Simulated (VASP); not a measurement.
# Pd3PbC (Pm-3m) in VASP: a series of runs, part 2 of 2

VASP 6.6.1.

**3. Single point, PBEsol**

This run uses another cell than the first one, of 15.04 Å³/atom.

Input file INCAR:

```
PREC = Accurate ; ENCUT = 520
EDIFF = 1E-7 ; ISMEAR = 1
SIGMA = 0.1 ; LREAL = False
LASPH = True ; NELM = 60
ALGO = Normal ; ISIF = 2
LWAVE = False ; LCHARG = False
GGA = PS ; NBANDS = 32
```

Input file KPOINTS:

```
Automatic mesh
0
Gamma
  6 6 6
```

Input file POSCAR:

```
Pd3PbC
1.0
    4.2206304653      0.0000000000      0.0000000000
    0.0000000000      4.2206304653      0.0000000000
    0.0000000000      0.0000000000      4.2206304653
Pd Pb C
3 1 1
Direct
    0.0000000000      0.5000000000      0.5000000000
    0.5000000000      0.5000000000      0.0000000000
    0.5000000000      0.0000000000      0.5000000000
    0.0000000000      0.0000000000      0.0000000000
    0.5000000000      0.5000000000      0.5000000000
```

Potentials or basis: VASP PAW PBE potentials, release 64 (Pd, Pb_d, C).

Command:

```
cat potpaw_PBE.64/Pd/POTCAR potpaw_PBE.64/Pb_d/POTCAR potpaw_PBE.64/C/POTCAR > POTCAR
mpirun -np 1 vasp_std > vasp.out
```

OUTCAR:

```text
PREC = Accurate
   ENCUT = 520
   EDIFF = 1E-7
   ISMEAR = 1
   LREAL = False
   LASPH = True
   NELM = 60
   ISIF = 2
   GGA = PS

 ion  position               nearest neighbor table
   1  0.000  0.500  0.500-   5 2.11   5 2.11   4 2.98   2 2.98   2 2.98   4 2.98   3 2.98   4 2.98
                             4 2.98   2 2.98   3 2.98   3 2.98   2 2.98   3 2.98
   2  0.500  0.500  0.000-   5 2.11   5 2.11   4 2.98   1 2.98   1 2.98   3 2.98   3 2.98   3 2.98
                             4 2.98   3 2.98   1 2.98   4 2.98   1 2.98   4 2.98
   3  0.500  0.000  0.500-   5 2.11   5 2.11   4 2.98   1 2.98   2 2.98   4 2.98   1 2.98   2 2.98
                             2 2.98   2 2.98   1 2.98   4 2.98   4 2.98   1 2.98
   4  0.000  0.000  0.000-   1 2.98   2 2.98   3 2.98   1 2.98   3 2.98   1 2.98   2 2.98   1 2.98
                             2 2.98   3 2.98   3 2.98   2 2.98
   5  0.500  0.500  0.500-   1 2.11   2 2.11   3 2.11   2 2.11   3 2.11   1 2.11

  LATTYP: Found a simple cubic cell.
 ALAT       =     4.2206304653

  Lattice vectors:

 A1 = (   4.2206304653,   0.0000000000,   0.0000000000)
 A2 = (   0.0000000000,   4.2206304653,   0.0000000000)
 A3 = (   0.0000000000,   0.0000000000,   4.2206304653)

Analysis of symmetry for initial positions (statically):
[... 180 lines left out ...]
 Fermi energy:         9.6992235454

 k-point     1 :       0.0000    0.0000    0.0000
  band No.  band energies     occupation
      1      -6.8861      2.00000
      2      -6.8861      2.00000
      3      -6.8588      2.00000
      4      -6.8588      2.00000
      5      -6.8588      2.00000
      6      -3.4140      2.00000
[... 689 lines left out ...]
     31      18.6327      0.00000
     32      18.6327      0.00000

------------------------ aborting loop because EDIFF is reached ----------------------------------------

  FORCE on cell =-STRESS in cart. coord.  units (eV):
  Direction    XX          YY          ZZ          XY          YZ          ZX
  --------------------------------------------------------------------------------------
  -------------------------------------------------------------------------------------
  Total       -0.0022249     -0.0022249     -0.0022249      0.0000000      0.0000000      0.0000000
  in kB       -0.0474124     -0.0474124     -0.0474124      0.0000000      0.0000000      0.0000000
  external PRESSURE =      -0.0474124 kB  Pullay stress =       0.0000000 kB

 VOLUME and BASIS-vectors are now :
 -----------------------------------------------------------------------------
  energy-cutoff  :      520.00
  volume of cell :       75.19
      direct lattice vectors                 reciprocal lattice vectors
     4.220630465  0.000000000  0.000000000     0.236931427  0.000000000  0.000000000
     0.000000000  4.220630465  0.000000000     0.000000000  0.236931427  0.000000000
     0.000000000  0.000000000  4.220630465     0.000000000  0.000000000  0.236931427

 POSITION                                       TOTAL-FORCE (eV/Angst)
 -----------------------------------------------------------------------------------
      0.00000      2.11032      2.11032         0.000000      0.000000      0.000000
      2.11032      2.11032      0.00000         0.000000      0.000000      0.000000
      2.11032      0.00000      2.11032         0.000000      0.000000      0.000000
      0.00000      0.00000      0.00000         0.000000      0.000000      0.000000
      2.11032      2.11032      2.11032         0.000000      0.000000      0.000000
 -----------------------------------------------------------------------------------
    total drift:                                0.000000     -0.000000     -0.000000

  FREE ENERGIE OF THE ION-ELECTRON SYSTEM (eV)
  ---------------------------------------------------
  free  energy   TOTEN  =       -30.7188685736 eV

  energy  without entropy=      -30.7174368099  energy(sigma->0) =      -30.71839132
```

Wall time 16 s (1 thread of Intel Xeon 6975P-C (Granite Rapids), shared host); peak memory 0.2 GiB.

Results:

| Item | Value |
| --- | --- |
| Free energy | -30.7189 eV |
| Pressure | 0.0 GPa |
| Band gap on the k mesh | zero (bands 24 and 25 overlap by 0.99 eV) |

Caveat: the PAW data sets were made with another functional, which shifts forces and pressure a little; spin-orbit coupling is left out, which moves the levels of the heavy elements.

**4. Single point, PBE+D3(BJ)**

This run uses another cell than the first one, of 15.20 Å³/atom.

Input file INCAR:

```
PREC = Accurate ; ENCUT = 520
EDIFF = 1E-6 ; ISMEAR = 1
SIGMA = 0.1 ; LREAL = False
LASPH = True ; NELM = 80
ALGO = Normal ; ISIF = 2
LWAVE = False ; LCHARG = False
GGA = PE ; IVDW = 12
NBANDS = 32
```

KPOINTS is that of step 3.

Edit POSCAR of step 3 so:

```diff
@@ -2,5 +2,5 @@
 1.0
-    4.2206304653      0.0000000000      0.0000000000
-    0.0000000000      4.2206304653      0.0000000000
-    0.0000000000      0.0000000000      4.2206304653
+    4.2358074554      0.0000000000      0.0000000000
+    0.0000000000      4.2358074554      0.0000000000
+    0.0000000000      0.0000000000      4.2358074554
 Pd Pb C
```

Command:

```
cat potpaw_PBE.64/Pd/POTCAR potpaw_PBE.64/Pb_d/POTCAR potpaw_PBE.64/C/POTCAR > POTCAR
mpirun -np 1 vasp_std > vasp.out
```

Run time: 16 s. Hardware: 1 thread of Intel Xeon 6975P-C (Granite Rapids), shared host; peak memory 0.21 GiB.

Results (log left out):

```yaml
Free_energy: -29.9858 eV
Pressure: 0.0 GPa
Band_gap_on_the_k_mesh: zero (bands 24 and 25 overlap by 1.02 eV)
Dispersion_energy_per_atom: -0.515 eV
```

Levels at points of the mesh, in eV from the Fermi level:
```tsv
k point	band 22	band 23	band 24	band 25	band 26	band 27
(0.00, 0.00, 0.00)	-1.13	-1.13	-1.11	0.43	1.63	1.63
(0.50, 0.00, 0.00)	-1.13	0.04	0.04	0.43	2.35	3.29
(0.50, 0.50, 0.00)	-1.74	-0.51	-0.51	1.13	3.80	4.31
(0.50, 0.50, 0.50)	-1.24	-1.24	-1.24	-0.94	1.57	1.57
```

Caveat: spin-orbit coupling is left out, which moves the levels of the heavy elements.

**5. Relaxation of cell and atoms, PBE+D3(BJ)**

This run uses another cell than the first one, of 15.89 Å³/atom.

Input file INCAR:

```
ALGO = Normal ; EDIFF = 1E-6
EDIFFG = -0.03 ; ENCUT = 600
GGA = PE ; IBRION = 2
ISIF = 3 ; ISMEAR = 1
IVDW = 12 ; LASPH = T
LCHARG = F ; LREAL = F
LWAVE = F ; NELM = 80
NSW = 80 ; PREC = Accurate
SIGMA = 0.1
```

Input file KPOINTS:

```
k-points
0
Gamma
  6 6 6
```

Edit POSCAR of step 4 so:

```diff
@@ -2,5 +2,5 @@
 1.0
-    4.2358074554      0.0000000000      0.0000000000
-    0.0000000000      4.2358074554      0.0000000000
-    0.0000000000      0.0000000000      4.2358074554
+    4.2989450000      0.0000000000      0.0000000000
+    0.0000000000      4.2989450000      0.0000000000
+    0.0000000000      0.0000000000      4.2989450000
 Pd Pb C
```

Command:

```
cat potpaw_PBE.64/Pd/POTCAR potpaw_PBE.64/Pb_d/POTCAR potpaw_PBE.64/C/POTCAR > POTCAR
mpirun -np 1 vasp_std > vasp.out
```

Wall time 51 s (1 thread of Intel Xeon 6975P-C (Granite Rapids), shared host); peak memory 0.25 GiB.

The run converged. Its results:

```
Free energy                           : -29.9875 eV
Relaxed volume                        : 15.20 Å³/atom
Relaxed cell                          : a = 4.236 Å, b = 4.236 Å, c = 4.236 Å, α = 90.00°, β = 90.00°, γ = 90.00°
Space group after relaxing (to 0.1 Å) : Pm-3m (No. 221)
Energy gained by relaxing             : 14.5 meV/atom
Ionic steps                           : 3
Pressure after relaxing               : 0.0 GPa
Band gap on the k mesh                : zero (bands 24 and 25 overlap by 1.02 eV)
Dispersion energy per atom            : -0.515 eV
```

Step by step:
```tsv
step	energy change (eV)	largest force (eV/Å)	pressure (GPa)	volume (Å³)
1	0.0000	0.0000	-6.36	79.45
2	0.0214	0.0000	8.80	72.41
3	-0.0723	0.0000	-0.05	76.02
```

Final structure:
```yaml
crystal:
  lattice:
    - [4.23618, 0.00000, 0.00000]
    - [0.00000, 4.23618, 0.00000]
    - [0.00000, 0.00000, 4.23618]
  atoms:
    - { symbol: Pd, position: [0.00000, 0.50000, 0.50000] }
    - { symbol: Pd, position: [0.50000, 0.50000, 0.00000] }
    - { symbol: Pd, position: [0.50000, 0.00000, 0.50000] }
    - { symbol: Pb, position: [0.00000, 0.00000, 0.00000] }
    - { symbol: C, position: [0.50000, 0.50000, 0.50000] }
```

Levels at points of the mesh, in eV from the Fermi level:
```tsv
k point	band 20	band 21	band 22	band 23	band 24	band 25	band 26	band 27	band 28
(0.00, 0.00, 0.00)	-2.29	-1.13	-1.13	-1.13	-1.11	0.42	1.63	1.63	1.63
(0.50, 0.00, 0.00)	-2.42	-1.87	-1.13	0.04	0.04	0.43	2.35	3.29	3.29
(0.50, 0.50, 0.00)	-2.13	-2.02	-1.74	-0.51	-0.51	1.13	3.80	4.31	4.31
(0.50, 0.50, 0.50)	-1.97	-1.97	-1.24	-1.24	-1.24	-0.94	1.57	1.57	1.57
```

Caveat: spin-orbit coupling is left out, which moves the levels of the heavy elements.

**6. Relaxation of cell and atoms, PBEsol**

This run uses another cell than the first one, of 15.89 Å³/atom.

Input file INCAR:

```
SYSTEM = Pd3PbC
PREC = Accurate
ENCUT = 600
EDIFF = 1E-6
ISMEAR = 1
SIGMA = 0.1
LREAL = .FALSE.
LASPH = .TRUE.
NELM = 80
ALGO = Normal
ISIF = 3
LWAVE = .FALSE.
LCHARG = .FALSE.
GGA = PS
IBRION = 2
NSW = 80
EDIFFG = -0.03
```

Input file KPOINTS:

```
Automatic mesh
0
G
  6 6 6
  0 0 0
```

POSCAR is that of step 5.

Potentials or basis: VASP PAW PBE potentials, release 64 (Pd, Pb_d, C).

Command:

```
cat potpaw_PBE.64/Pd/POTCAR potpaw_PBE.64/Pb_d/POTCAR potpaw_PBE.64/C/POTCAR > POTCAR
mpirun -np 1 vasp_std > vasp.out
```

Wall time 53 s (1 thread of Intel Xeon 6975P-C (Granite Rapids), shared host); peak memory 0.24 GiB.

The run converged. Its results:

```yaml
Free_energy: -30.7216 eV
Relaxed_volume: 15.05 Å³/atom
Relaxed_cell: a = 4.222 Å, b = 4.222 Å, c = 4.222 Å, α = 90.00°, β = 90.00°, γ = 90.00°
Space_group_after_relaxing_to_0.1_Å: Pm-3m (No. 221)
Energy_gained_by_relaxing: 22.9 meV/atom
Ionic_steps: 3
Pressure_after_relaxing: -0.1 GPa
Band_gap_on_the_k_mesh: zero (bands 24 and 25 overlap by 0.99 eV)
```

The path:
| step | energy change (eV) | largest force (eV/Å) | pressure (GPa) | volume (Å³) |
| --- | --- | --- | --- | --- |
| 1 | 0.0000 | 0.0000 | -8.13 | 79.45 |
| 2 | 0.0586 | 0.0000 | 12.73 | 70.54 |
| 3 | -0.1147 | 0.0000 | -0.11 | 75.24 |

Final structure:
```xyz
5
Lattice="4.2217 0.0000 0.0000 0.0000 4.2217 0.0000 0.0000 0.0000 4.2217" Properties=species:S:1:pos:R:3 pbc="T T T"
Pd    0.0000    2.1108    2.1108
Pd    2.1108    2.1108    0.0000
Pd    2.1108    0.0000    2.1108
Pb    0.0000    0.0000    0.0000
C     2.1108    2.1108    2.1108
```

Levels at points of the mesh, in eV from the Fermi level:
| k point | band 22 | band 23 | band 24 | band 25 | band 26 | band 27 |
| --- | --- | --- | --- | --- | --- | --- |
| (0.00, 0.00, 0.00) | -1.13 | -1.13 | -1.10 | 0.47 | 1.59 | 1.59 |
| (0.50, 0.00, 0.00) | -1.13 | 0.03 | 0.03 | 0.44 | 2.41 | 3.30 |
| (0.50, 0.50, 0.00) | -1.74 | -0.51 | -0.51 | 1.15 | 3.79 | 4.35 |
| (0.50, 0.50, 0.50) | -1.24 | -1.24 | -1.24 | -0.91 | 1.59 | 1.59 |

Caveat: the PAW data sets were made with another functional, which shifts forces and pressure a little; spin-orbit coupling is left out, which moves the levels of the heavy elements.

**7. Summary**

```tsv
task	level	cell	cutoff (eV)	gap on the mesh (eV)	pressure (GPa)	relaxed volume (Å³/atom)
single point	revPBE+D3(BJ)	a = 4.215 Å, 5 atoms	520	none	0.0	-
single point	PBEsol	a = 4.221 Å, 5 atoms	520	none	0.0	-
single point	PBE+D3(BJ)	a = 4.236 Å, 5 atoms	520	none	0.0	-
relaxation of cell and atoms	PBE+D3(BJ)	relaxed from a = 4.299 Å, 5 atoms	600	none	0.0	15.20
relaxation of cell and atoms	PBEsol	relaxed from a = 4.299 Å, 5 atoms	600	none	-0.1	15.05
```

Alike in all rows: potentials or basis VASP PAW PBE potentials, release 64 (Pd, Pb_d, C); no spin polarisation; k mesh 6 × 6 × 6; smearing methfessel-paxton 0.1 eV.

Caveats: spin-orbit coupling is left out, which moves the levels of the heavy elements; the PAW data sets were made with another functional, which shifts forces and pressure a little (at least some runs).

Absolute energies hang on the potentials; compare differences alone.
